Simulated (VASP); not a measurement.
# Ba (Im-3m) in VASP: notebook, part 2 of 2

VASP 6.6.1. The steps go on from the part before.

**3. Relaxation of cell and atoms, LDA**

This run uses another cell than the first one, of 53.63 Å³/atom.

INCAR

```
  PREC = Accurate
  ENCUT = 600
  EDIFF = 1E-6
  ISMEAR = 0
  SIGMA = 0.1
  LREAL = F
  LASPH = T
  NELM = 80
  ALGO = Fast
  ISIF = 3
  LWAVE = F
  LCHARG = F
  GGA = CA
  IBRION = 2
  NSW = 100
  EDIFFG = -0.002
```

KPOINTS

```
Automatic mesh
0
Gamma
  12 12 12
```

POSCAR

```
Ba
1.0
   -2.3757001071      2.3757001071      2.3757001071
    2.3757001071     -2.3757001071      2.3757001071
    2.3757001071      2.3757001071     -2.3757001071
Ba
1
Direct
    0.0000000000      0.0000000000      0.0000000000
```

Potentials or basis: VASP PAW LDA potentials, release 64 (Ba_sv).

Run with:

```
$ cat potpaw_LDA.64/Ba_sv/POTCAR > POTCAR
$ mpirun -np 1 vasp_std > vasp.out
```

OUTCAR:

```text
PREC = Accurate
   ENCUT = 600
   EDIFF = 1E-6
   ISMEAR = 0
   LREAL = F
   LASPH = T
   NELM = 80
   ISIF = 3
   GGA = CA
   IBRION = 2
   NSW = 100
   EDIFFG = -0.002

 ion  position               nearest neighbor table
   1  0.000  0.000  0.000-

  LATTYP: Found a body centered cubic cell.
 ALAT       =     4.7514002142

  Lattice vectors:

 A1 = (  -2.3757001071,   2.3757001071,   2.3757001071)
 A2 = (   2.3757001071,  -2.3757001071,   2.3757001071)
 A3 = (   2.3757001071,   2.3757001071,  -2.3757001071)

Analysis of symmetry for initial positions (statically):
=====================================================================
 Subroutine PRICEL returns:
 Original cell was already a primitive cell.

 Routine SETGRP: Setting up the symmetry group for a
 body centered cubic supercell.

 Subroutine GETGRP returns: Found 48 space group operations
 (whereof 48 operations were pure point group operations)
 out of a pool of 48 trial point group operations.

The static configuration has the point symmetry O_h .

Analysis of symmetry for dynamics (positions and initial velocities):
=====================================================================
 Subroutine PRICEL returns:
 Original cell was already a primitive cell.

 Routine SETGRP: Setting up the symmetry group for a
 body centered cubic supercell.

 Subroutine GETGRP returns: Found 48 space group operations
 (whereof 48 operations were pure point group operations)
 out of a pool of 48 trial point group operations.

The dynamic configuration has the point symmetry O_h .

 Subroutine INISYM returns: Found 48 space group operations
 (whereof 48 operations are pure point group operations),
 and found     1 'primitive' translations

----------------------------------------------------------------------------------------

[... 121 lines left out ...]
 conjugate gradient relaxation of ions
 non-spin polarized calculation
 RMM-DIIS sequential band-by-band and
 Gauss-broadening in eV      SIGMA  =   0.10
  energy-cutoff  :      600.00
  volume of cell :       53.63
 maximum number of plane-waves:      1865
 NGX is ok and might be reduce to    36
   NGX = 17   NGY = 17   NGZ = 17

--------------------------------------- Ionic step        1  -------------------------------------------

 number of electron      10.0000000 magnetization

 number of electron       9.9999999 magnetization

 Free energy of the ion-electron system (eV)
  ---------------------------------------------------
  ext. energy  EPLUGINS =         0.00000000
  ---------------------------------------------------
  free energy    TOTEN  =        -2.25323337 eV

  energy without entropy =       -2.24753847  energy(sigma->0) =       -2.25038592

------------------------ aborting loop because EDIFF is reached ----------------------------------------

  FORCE on cell =-STRESS in cart. coord.  units (eV):
  Direction    XX          YY          ZZ          XY          YZ          ZX
  --------------------------------------------------------------------------------------
  -------------------------------------------------------------------------------------
  Total        0.0303757      0.0303757      0.0303757      0.0000000      0.0000000     -0.0000000
  in kB        0.9074076      0.9074076      0.9074076      0.0000000      0.0000000     -0.0000000
  external PRESSURE =       0.9074076 kB  Pullay stress =       0.0000000 kB
[... 162 lines left out ...]
--------------------------------------- Ionic step        6  -------------------------------------------

 number of electron      10.0000000 magnetization

 Free energy of the ion-electron system (eV)
  ---------------------------------------------------
  ext. energy  EPLUGINS =         0.00000000
  ---------------------------------------------------
  free energy    TOTEN  =        -2.25337198 eV

  energy without entropy =       -2.24756474  energy(sigma->0) =       -2.25046836

 E-fermi :   1.9611     XC(G=0):  -8.1294

 val. band max:        1.9390222028   @ k =   0.2500   0.2500   0.0833
 cond. band min:       1.9744388050   @ k =  -0.4167  -0.4167   0.1667
 fundamental gap:      0.0354166022
 Fermi energy:         1.9610870262

 k-point     1 :       0.0000    0.0000    0.0000
  band No.  band energies     occupation
      1     -26.6243      2.00000
      2     -11.4674      2.00000
      3     -11.4674      2.00000
      4     -11.4674      2.00000
      5      -0.8445      2.00000
      6       3.8843      0.00000
      7       3.8843      0.00000
      8       3.8843      0.00000
      9       5.5677      0.00000
[... 265 lines left out ...]
 k-point    24 :       0.4167    0.0833    0.0833
  band No.  band energies     occupation
      1     -26.5375      2.00000
      2     -12.1741      2.00000
      3     -11.7431      2.00000
      4     -11.5268      2.00000
      5       1.2737      2.00000
      6       2.5049      0.00000
      7       3.5622      0.00000
      8       5.7223      0.00000
      9       6.2728      0.00000

 [... further k-points ...]
[... 5 lines left out ...]
  --------------------------------------------------------------------------------------
  -------------------------------------------------------------------------------------
  Total        0.0005245      0.0005245      0.0005245     -0.0000000      0.0000000     -0.0000000
  in kB        0.0155434      0.0155434      0.0155434     -0.0000000      0.0000000     -0.0000000
  external PRESSURE =       0.0155434 kB  Pullay stress =       0.0000000 kB
[... 16 lines left out ...]
  FREE ENERGIE OF THE ION-ELECTRON SYSTEM (eV)
  ---------------------------------------------------
  free  energy   TOTEN  =        -2.2533719814 eV

  energy  without entropy=       -2.2475647350  energy(sigma->0) =       -2.25046836

 reached required accuracy - stopping structural energy minimisation
```

It took 75 s on 1 thread of AMD EPYC 9R45 (Zen 5), shared host; peak memory 0.18 GiB.

Results:

```
Free energy                           : -2.2534 eV
Relaxed volume                        : 54.07 Å³/atom
Relaxed cell                          : a = 4.126 Å, b = 4.126 Å, c = 4.126 Å, α = 109.47°, β = 109.47°, γ = 109.47°
Space group after relaxing (to 0.1 Å) : Im-3m (No. 229)
Energy gained by relaxing             : 0.1 meV/atom
Ionic steps                           : 6
Pressure after relaxing               : 0.0 GPa
Band gap on the k mesh                : zero (bands 5 and 6 overlap by 1.45 eV)
```

The path:
```
step  energy change (eV)  largest force (eV/Å)  pressure (GPa)  volume (Å³)
   1              0.0000                0.0000            0.09        53.63
   2             -0.0001                0.0000            0.03        53.87
   3             -0.0001                0.0000            0.04        53.91
   4             -0.0001                0.0000            0.01        53.99
   5             -0.0001                0.0000            0.02        54.02
   6             -0.0001                0.0000            0.00        54.07
```

Final structure:
```
Ba
1.0
    -2.38207    2.38207    2.38207
     2.38207   -2.38207    2.38207
     2.38207    2.38207   -2.38207
Ba
1
Direct
  0.00000 0.00000 0.00000
```

Levels at points of the mesh, in eV from the Fermi level:
```tsv
k point	band 3	band 4	band 5	band 6	band 7	band 8
(0.00, 0.00, 0.00)	-13.43	-13.43	-2.81	1.92	1.92	1.92
(0.50, 0.00, 0.00)	-13.67	-13.44	-1.02	0.60	1.86	3.61
(0.50, 0.50, 0.50)	-13.94	-13.94	-0.77	-0.77	5.17	5.17
```

Caveat: spin-orbit coupling is left out, which moves the levels of the heavy elements.

**4. Relaxation of cell and atoms, LDA**

This run uses another cell than the first one, of 53.63 Å³/atom.

INCAR

```
ALGO = Normal
EDIFF = 1E-6
EDIFFG = -0.001
ENCUT = 600
GGA = CA
IBRION = 2
ISIF = 3
ISMEAR = -1
LASPH = True
LCHARG = False
LREAL = False
LWAVE = False
NELM = 60
NSW = 80
PREC = Accurate
SIGMA = 0.15
```

KPOINTS

```
k-points
0
Gamma
  12 12 12
```

POSCAR is that of step 3.

Potentials or basis: VASP PAW LDA potentials, release 64 (Ba_sv).

Run with:

```
$ cat potpaw_LDA.64/Ba_sv/POTCAR > POTCAR
$ mpirun -np 1 vasp_std > vasp.out
```

OUTCAR:

```text
EDIFF = 1E-6
   EDIFFG = -0.001
   ENCUT = 600
   GGA = CA
   IBRION = 2
   ISIF = 3
   ISMEAR = -1
   LASPH = True
   LREAL = False
   NELM = 60
   NSW = 80
   PREC = Accurate

 ion  position               nearest neighbor table
   1  0.000  0.000  0.000-

  LATTYP: Found a body centered cubic cell.
 ALAT       =     4.7514002142

  Lattice vectors:

 A1 = (  -2.3757001071,   2.3757001071,   2.3757001071)
 A2 = (   2.3757001071,  -2.3757001071,   2.3757001071)
 A3 = (   2.3757001071,   2.3757001071,  -2.3757001071)

Analysis of symmetry for initial positions (statically):
=====================================================================
 Subroutine PRICEL returns:
 Original cell was already a primitive cell.

[... 284 lines left out ...]

 E-fermi :   1.9611     XC(G=0):  -8.0986

 val. band max:        1.9497770021   @ k =  -0.3333   0.5000   0.1667
 cond. band min:       1.9737240231   @ k =   0.3333   0.3333   0.0000
 fundamental gap:      0.0239470210
 Fermi energy:         1.9611281975

 k-point     1 :       0.0000    0.0000    0.0000
  band No.  band energies     occupation
      1     -26.6587      2.00000
      2     -11.5109      2.00000
      3     -11.5109      2.00000
      4     -11.5109      2.00000
      5      -0.8743      2.00000
      6       3.8469      0.00001
      7       3.8469      0.00001
      8       3.8469      0.00001
      9       5.5172      0.00000
[... 265 lines left out ...]
 k-point    24 :       0.4167    0.0833    0.0833
  band No.  band energies     occupation
      1     -26.5749      2.00000
      2     -12.2004      2.00000
      3     -11.7800      2.00000
      4     -11.5686      2.00000
      5       1.2468      1.98305
      6       2.4773      0.06206
      7       3.5029      0.00007
      8       5.6661      0.00000
      9       6.2135      0.00000

 [... further k-points ...]
[... 5 lines left out ...]
  --------------------------------------------------------------------------------------
  -------------------------------------------------------------------------------------
  Total       -0.0007080     -0.0007080     -0.0007080      0.0000000     -0.0000000      0.0000000
  in kB       -0.0208019     -0.0208019     -0.0208019      0.0000000     -0.0000000      0.0000000
  external PRESSURE =      -0.0208019 kB  Pullay stress =       0.0000000 kB
[... 16 lines left out ...]
  FREE ENERGIE OF THE ION-ELECTRON SYSTEM (eV)
  ---------------------------------------------------
  free  energy   TOTEN  =        -2.2967665976 eV

  energy  without entropy=       -2.1943002281  energy(sigma->0) =       -2.24553341

 reached required accuracy - stopping structural energy minimisation
```

It took 53 s on 1 thread of AMD EPYC 9R45 (Zen 5), shared host; peak memory 0.17 GiB.

What came out:

```
Free energy                           : -2.2968 eV
Relaxed volume                        : 54.53 Å³/atom
Relaxed cell                          : a = 4.138 Å, b = 4.138 Å, c = 4.138 Å, α = 109.47°, β = 109.47°, γ = 109.47°
Space group after relaxing (to 0.1 Å) : Im-3m (No. 229)
Energy gained by relaxing             : 0.5 meV/atom
Ionic steps                           : 4
Pressure after relaxing               : 0.0 GPa
Band gap on the k mesh                : zero (bands 5 and 6 overlap by 1.43 eV)
```

Step by step:
```tsv
step	energy change (eV)	largest force (eV/Å)	pressure (GPa)	volume (Å³)
1	0.0000	0.0000	0.17	53.63
2	-0.0004	0.0000	0.08	54.09
3	-0.0005	0.0000	0.02	54.44
4	-0.0005	0.0000	0.00	54.53
```

Final structure:
```
Ba
1.0
    -2.38883    2.38883    2.38883
     2.38883   -2.38883    2.38883
     2.38883    2.38883   -2.38883
Ba
1
Direct
  0.00000 0.00000 0.00000
```

Levels at points of the mesh, in eV from the Fermi level:
```tsv
k point	band 2	band 3	band 4	band 5	band 6	band 7	band 8	band 9
(0.00, 0.00, 0.00)	-13.47	-13.47	-13.47	-2.84	1.89	1.89	1.89	3.56
(0.50, 0.00, 0.00)	-14.21	-13.70	-13.48	-1.04	0.58	1.79	3.56	4.22
(0.50, 0.50, 0.50)	-13.98	-13.98	-13.98	-0.79	-0.79	5.09	5.09	5.09
```

Caveat: spin-orbit coupling is left out, which moves the levels of the heavy elements.

**5. Summary**

```tsv
task	cell	cutoff (eV)	smearing	gap on the mesh (eV)	pressure (GPa)	relaxed volume (Å³/atom)
single point	a = 4.126 Å, angles 109.5°, 1 atom	520	fermi-dirac 0.15 eV	none	0.1	-
relaxation of cell and atoms	relaxed from a = 4.115 Å, angles 109.5°, 1 atom	600	gaussian 0.1 eV	none	0.0	54.07
relaxation of cell and atoms	relaxed from a = 4.115 Å, angles 109.5°, 1 atom	600	fermi-dirac 0.15 eV	none	0.0	54.53
```

Alike in all rows: level LDA; potentials or basis VASP PAW LDA potentials, release 64 (Ba_sv); no spin polarisation; k mesh 12 × 12 × 12.

Caveats: spin-orbit coupling is left out, which moves the levels of the heavy elements.

Total energies depend on the potentials used, so only differences within one code and one set of settings carry meaning.

The gap in the log of VASP goes by the Fermi energy; the results here count the filled bands.